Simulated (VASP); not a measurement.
A run of VASP 6.6.1 is set up as follows.

Contents of INCAR:

```
PREC = Accurate
ENCUT = 520
EDIFF = 1E-7
ISMEAR = -1
SIGMA = 0.05
LREAL = F
LASPH = T
NELM = 150
ALGO = Normal
ISIF = 2
LWAVE = F
LCHARG = F
ISPIN = 2
MAGMOM = 4 0
LORBIT = 11
LMAXMIX = 4
GGA = PE
NBANDS = 20
```

Contents of KPOINTS:

```
regular mesh
0
Gamma
  16 16 16
```

The input POSCAR:

```
MnO
1.0
    0.0000000000      2.2367156606      2.2367156606
    2.2367156606      0.0000000000      2.2367156606
    2.2367156606      2.2367156606      0.0000000000
Mn O
1 1
Direct
    0.0000000000      0.0000000000      0.0000000000
    0.5000000000      0.5000000000      0.5000000000
```

Potentials or basis: VASP PAW PBE potentials, release 64 (Mn_pv, O).

Command:

```console
$ cat potpaw_PBE.64/Mn_pv/POTCAR potpaw_PBE.64/O/POTCAR > POTCAR
$ mpirun -np 1 vasp_std > vasp.out
```

(1) What does it give for the site moments?

(2) Estimate the pressure.

## Answers

(1) Mn +4.36; O +0.20 μB.

(2) -2.1 GPa.

Caveat: a cell with one magnetic atom can't hold antiferromagnetic order, which such compounds often take.
